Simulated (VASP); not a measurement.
# Rh (P6/mmm) in VASP: further runs

Rh is run at these levels: PBE; tasks: single point.

Everything below comes from runs of VASP 6.6.1. Logs are shortened: lines on timing, memory, paths and dates and some standing lists are left out, and cuts for length are marked.

### Step 1. The cell of the first run

Symmetry: P6/mmm, No. 191, hexagonal system. The conventional cell has a = 3.835 Å, b = 3.835 Å, c = 2.315 Å, α = 90.00°, β = 90.00°, γ = 120.00°. Rh (site symmetry 6/mmm) has 14 Rh at 2.31 to 2.50 Å within 3.1 Å. Within 2.9 Å of Rh (site symmetry -6m2) lie 11 Rh at 2.21 to 2.50 Å.

### Step 2. Single point, PBE (volume scaled by 0.68)

The input, INCAR:

```
PREC = Accurate ; ENCUT = 520
EDIFF = 1E-6 ; ISMEAR = -1
SIGMA = 0.08 ; LREAL = F
LASPH = T ; NELM = 80
ALGO = Normal ; ISIF = 2
LWAVE = F ; LCHARG = F
GGA = PE ; NBANDS = 30
```

The input, KPOINTS:

```
regular mesh
0
Gamma
  8 8 11
```

The input, POSCAR:

```
Rh
1.0
    3.8352430472      0.0000000000      0.0000000000
   -1.9176215236      3.3214179085      0.0000000000
    0.0000000000      0.0000000000      2.3148270725
Rh
3
Direct
    0.0000000000      0.0000000000      0.0000000000
    0.3333333333      0.6666666667      0.5000000000
    0.6666666667      0.3333333333      0.5000000000
```

Potentials or basis: VASP PAW PBE potentials, release 64 (Rh_pv).

Run with:

```sh
> cat potpaw_PBE.64/Rh_pv/POTCAR > POTCAR
> mpirun -np 1 vasp_std > vasp.out
```

OUTCAR:

```text
PREC = Accurate
   ENCUT = 520
   EDIFF = 1E-6
   ISMEAR = -1
   LREAL = F
   LASPH = T
   NELM = 80
   ISIF = 2
   GGA = PE

 ion  position               nearest neighbor table
   1  0.000  0.000  0.000-   2 2.50   3 2.50   2 2.50   3 2.50   2 2.50   2 2.50   3 2.50   3 2.50
                             3 2.50   3 2.50   2 2.50   2 2.50
   2  0.333  0.667  0.500-   3 2.21   3 2.21   3 2.21   1 2.50   1 2.50   1 2.50   1 2.50   1 2.50
                             1 2.50   3 3.20   3 3.20   3 3.20   3 3.20   3 3.20   3 3.20
   3  0.667  0.333  0.500-   2 2.21   2 2.21   2 2.21   1 2.50   1 2.50   1 2.50   1 2.50   1 2.50
                             1 2.50   2 3.20   2 3.20   2 3.20   2 3.20   2 3.20   2 3.20

  LATTYP: Found a hexagonal cell.
 ALAT       =     3.8352430472
 C/A-ratio  =     0.6035672431

  Lattice vectors:

 A1 = (   3.8352430472,   0.0000000000,   0.0000000000)
 A2 = (  -1.9176215236,   3.3214179085,   0.0000000000)
 A3 = (   0.0000000000,   0.0000000000,   2.3148270725)

Analysis of symmetry for initial positions (statically):
=====================================================================
 Subroutine PRICEL returns:
 Original cell was already a primitive cell.

 Routine SETGRP: Setting up the symmetry group for a
 hexagonal supercell.

 Subroutine GETGRP returns: Found 24 space group operations
 (whereof 24 operations were pure point group operations)
 out of a pool of 24 trial point group operations.

The static configuration has the point symmetry D_6h.

Analysis of symmetry for dynamics (positions and initial velocities):
=====================================================================
 Subroutine PRICEL returns:
 Original cell was already a primitive cell.

 Routine SETGRP: Setting up the symmetry group for a
 hexagonal supercell.

 Subroutine GETGRP returns: Found 24 space group operations
 (whereof 24 operations were pure point group operations)
 out of a pool of 24 trial point group operations.

The dynamic configuration has the point symmetry D_6h.

 Subroutine INISYM returns: Found 24 space group operations
 (whereof 24 operations are pure point group operations),
 and found     1 'primitive' translations

----------------------------------------------------------------------------------------

                                     Primitive cell

  volume of cell :      29.4873

  direct lattice vectors                    reciprocal lattice vectors
     3.835243047  0.000000000  0.000000000     0.260739668  0.150538118  0.000000000
    -1.917621524  3.321417908  0.000000000     0.000000000  0.301076235  0.000000000
     0.000000000  0.000000000  2.314827072     0.000000000  0.000000000  0.431997712

  length of vectors
     3.835243047  3.835243047  2.314827072     0.301076235  0.301076235  0.431997712

  position of ions in fractional coordinates (direct lattice)
     0.000000000  0.000000000  0.000000000
     0.333333333  0.666666667  0.500000000
     0.666666667  0.333333333  0.500000000

  ion indices of the primitive-cell ions
   primitive index   ion index
                 1           1
                 2           2
                 3           3

----------------------------------------------------------------------------------------

 KPOINTS: regular mesh

Automatic generation of k-mesh.
 Grid dimensions read from file:
 generate k-points for:    8    8   11

 Generating k-lattice:

  Cartesian coordinates                     Fractional coordinates (reciprocal lattice)
     0.032592459  0.018817265  0.000000000     0.125000000  0.000000000  0.000000000
     0.000000000  0.037634529  0.000000000     0.000000000  0.125000000  0.000000000
     0.000000000  0.000000000  0.039272519     0.000000000  0.000000000  0.090909091

  Length of vectors
     0.037634529  0.037634529  0.039272519

  Shift w.r.t. Gamma in fractional coordinates (k-lattice)
     0.000000000  0.000000000  0.000000000

 Subroutine IBZKPT returns following result:
 ===========================================

 Found     60 irreducible k-points:

 Following reciprocal coordinates:
            Coordinates               Weight
  0.000000  0.000000  0.000000      1.000000
  0.125000  0.000000  0.000000      6.000000
  0.250000  0.000000  0.000000      6.000000
  0.375000  0.000000  0.000000      6.000000
  0.500000  0.000000  0.000000      3.000000
  0.125000  0.125000  0.000000      6.000000
[... 16 lines left out ...]
  0.250000  0.000000  0.181818     12.000000
  0.375000  0.000000  0.181818     12.000000
 [... further k-points ...]
   k-points           NKPTS =     60   k-points in BZ     NKDIM =     60   number of bands    NBANDS=     30
   number of dos      NEDOS =    301   number of ions     NIONS =      3
   total plane-waves  NPLWV =  16200
   dimension x,y,z NGX =    30 NGY =   30 NGZ =   18
   dimension x,y,z NGXF=    60 NGYF=   60 NGZF=   36
   ions per type =               3
   NGX,Y,Z   is equivalent  to a cutoff of  13.00, 13.00, 12.93 a.u.
   NGXF,Y,Z  is equivalent  to a cutoff of  26.01, 26.01, 25.85 a.u.
 SYSTEM =  unknown system
   PREC   = accura    normal or accurate (medium, high low for compatibility)
   ISTART =      0    job   : 0-new  1-cont  2-samecut
   ICHARG =      2    charge: 1-file 2-atom 10-const
   ISPIN  =      1    spin polarized calculation?
   LNONCOLLINEAR =      F non collinear calculations
   LSORBIT =      F    spin-orbit coupling
   LASPH  =      T    aspherical Exc in radial PAW
   ENCUT  =  520.0 eV  38.22 Ry    6.18 a.u.   7.13  7.13  4.30*2*pi/ulx,y,z
   NELM   =     80;   NELMIN=  2; NELMDL= -5     # of ELM steps
   EDIFF  = 0.1E-05   stopping-criterion for ELM
   LREAL  =      F    real-space projection
   EDIFFG = 0.1E-04   stopping-criterion for IOM
   NSW    =      0    number of steps for IOM
   IBRION =     -1    ionic relax: 0-MD 1-quasi-New 2-CG
   NFREE  =      0    steps in history (QN), initial steepest desc. (CG)
   ISIF   =      2    stress and relaxation
   ISYM   =      2    0-nonsym 1-usesym 2-fastsym
   POTIM  = 0.5000    time-step for ionic-motion
   TEBEG  =    0.0;   TEEND  =   0.0 temperature during run
   PSTRESS=    0.0 pullay stress
   NELECT =      45.0000    total number of electrons
   NUPDOWN=      -1.0000    fix difference up-down
   EMIN   =  10.00;   EMAX   =-10.00  energy-range for DOS
   EFERMI =   0.00;   METHOD = LEGACY
   ISMEAR =    -1;   SIGMA  =   0.08  broadening in eV -4-tet -1-fermi 0-gaus
   EFERMI_NEDOS =   21; number of points for ismear=-14 and -15
   IALGO  =     38    algorithm
   IMIX   =      4    mixing-type and parameters
     AMIX     =   0.40;   BMIX     =  1.00
     AMIX_MAG =   1.60;   BMIX_MAG =  1.00
  volume/ion in A,a.u.               =       9.83        66.33
  Fermi-wavevector in a.u.,A,eV,Ry     =   1.884809  3.561773 48.334764  3.552505
  Thomas-Fermi vector in A             =   2.927437
   LORBIT       =      0    0 simple, 1 ext, 2 COOP (PROOUT), +10 PAW based schemes
   GGA     = PE    functional components
   LHFCALC =     F    Hartree Fock is set to
   AEXX    =    0.0000 exact exchange contribution
   IVDW    =     0    specifies the selected vdW correction
   LEPSILON=     F    determine dielectric tensor
   LRPA    =     F    only Hartree local field effects (RPA)
 non-spin polarized calculation
  energy-cutoff  :      520.00
  volume of cell :       29.49
 maximum number of plane-waves:       803
 NGX is ok and might be reduce to    30
   NGX = 15   NGY = 15   NGZ =  9

 number of electron      45.0000012 magnetization

 Free energy of the ion-electron system (eV)
  ---------------------------------------------------
  ext. energy  EPLUGINS =         0.00000000
  ---------------------------------------------------
  free energy    TOTEN  =       -13.95867250 eV

  energy without entropy =      -13.89005109  energy(sigma->0) =      -13.92436179

 E-fermi :  19.2848     XC(G=0): -16.2859

 val. band max:       19.2795244416   @ k =   0.1250   0.0000   0.4545
 cond. band min:      19.2857934806   @ k =   0.2500   0.0000   0.4545
 fundamental gap:      0.0062690390
 Fermi energy:        19.2848460178

 k-point     1 :       0.0000    0.0000    0.0000
  band No.  band energies     occupation
      1     -29.6785      2.00000
      2     -29.6785      2.00000
      3     -28.9315      2.00000
      4     -28.9315      2.00000
      5     -28.1190      2.00000
      6     -27.6727      2.00000
[... 22 lines left out ...]
     29      30.8161      0.00000
     30      31.5702      0.00000

 k-point     2 :       0.1250    0.0000    0.0000
  band No.  band energies     occupation
      1     -29.7678      2.00000
      2     -29.7023      2.00000
      3     -28.8147      2.00000
      4     -28.7903      2.00000
      5     -28.0968      2.00000
      6     -27.7947      2.00000
[... 22 lines left out ...]
     29      32.4331      0.00000
     30      33.0163      0.00000

 k-point     3 :       0.2500    0.0000    0.0000
  band No.  band energies     occupation
      1     -29.9261      2.00000
      2     -29.6687      2.00000
      3     -28.5765      2.00000
      4     -28.5065      2.00000
      5     -28.1218      2.00000
      6     -28.0345      2.00000
[... 22 lines left out ...]
     29      33.8053      0.00000
     30      34.5292      0.00000

 k-point     4 :       0.3750    0.0000    0.0000
  band No.  band energies     occupation
      1     -30.0463      2.00000
      2     -29.4958      2.00000
      3     -28.5466      2.00000
      4     -28.3344      2.00000
      5     -28.2619      2.00000
      6     -27.9452      2.00000
[... 22 lines left out ...]
     29      34.5591      0.00000
     30      34.9823      0.00000

 k-point     5 :       0.5000    0.0000    0.0000
  band No.  band energies     occupation
      1     -30.0898      2.00000
      2     -29.3134      2.00000
      3     -28.8256      2.00000
      4     -28.1942      2.00000
      5     -28.1677      2.00000
      6     -27.9626      2.00000
[... 22 lines left out ...]
     29      34.4227      0.00000
     30      35.4385      0.00000
[... 526 lines left out ...]
     29      32.0750      0.00000
     30      32.0752      0.00000

 k-point    22 :       0.1250    0.0000    0.1818
  band No.  band energies     occupation
      1     -29.6828      2.00000
      2     -29.6204      2.00000
      3     -28.7392      2.00000
      4     -28.7011      2.00000
      5     -28.5108      2.00000
      6     -28.2251      2.00000
[... 22 lines left out ...]
     29      32.8186      0.00000
     30      33.6480      0.00000

 k-point    23 :       0.2500    0.0000    0.1818
  band No.  band energies     occupation
      1     -29.8148      2.00000
      2     -29.5845      2.00000
      3     -28.6308      2.00000
      4     -28.5069      2.00000
      5     -28.3805      2.00000
      6     -28.3137      2.00000
[... 22 lines left out ...]
     29      34.6271      0.00000
     30      35.3385      0.00000

 k-point    24 :       0.3750    0.0000    0.1818
  band No.  band energies     occupation
      1     -29.9194      2.00000
      2     -29.4540      2.00000
      3     -28.6551      2.00000
      4     -28.4738      2.00000
      5     -28.3122      2.00000
      6     -28.2066      2.00000
[... 22 lines left out ...]
     29      36.3203      0.00000
     30      36.8845      0.00000

 [... further k-points ...]
[... 5 lines left out ...]
  --------------------------------------------------------------------------------------
  -------------------------------------------------------------------------------------
  Total       44.6179206     44.6179206     44.5504433      0.0000000     -0.0000000      0.0000000
  in kB     2424.2920738   2424.2920737   2420.6257295      0.0000000     -0.0000000      0.0000000
  external PRESSURE =    2423.0699590 kB  Pullay stress =       0.0000000 kB

 VOLUME and BASIS-vectors are now :
 -----------------------------------------------------------------------------
  energy-cutoff  :      520.00
  volume of cell :       29.49
      direct lattice vectors                 reciprocal lattice vectors
     3.835243047  0.000000000  0.000000000     0.260739668  0.150538118  0.000000000
    -1.917621524  3.321417908  0.000000000     0.000000000  0.301076235  0.000000000
     0.000000000  0.000000000  2.314827072     0.000000000  0.000000000  0.431997712

 POSITION                                       TOTAL-FORCE (eV/Angst)
 -----------------------------------------------------------------------------------
      0.00000      0.00000      0.00000         0.000000     -0.000000      0.000000
     -0.00000      2.21428      1.15741        -0.000000     -0.000000     -0.000000
      1.91762      1.10714      1.15741         0.000000      0.000000      0.000000
 -----------------------------------------------------------------------------------
    total drift:                               -0.000000      0.000000      0.000000

  FREE ENERGIE OF THE ION-ELECTRON SYSTEM (eV)
  ---------------------------------------------------
  free  energy   TOTEN  =       -13.9586724984 eV

  energy  without entropy=      -13.8900510867  energy(sigma->0) =      -13.92436179
```

Wall time 45 s (1 thread of Intel Xeon Platinum 8259CL at 2.50GHz (Skylake/Cascade Lake), shared host); peak memory 0.17 GiB.

Results:

```yaml
Free_energy: -13.9587 eV
Pressure: 242.3 GPa
```

(Continued in part 2 of 2.)
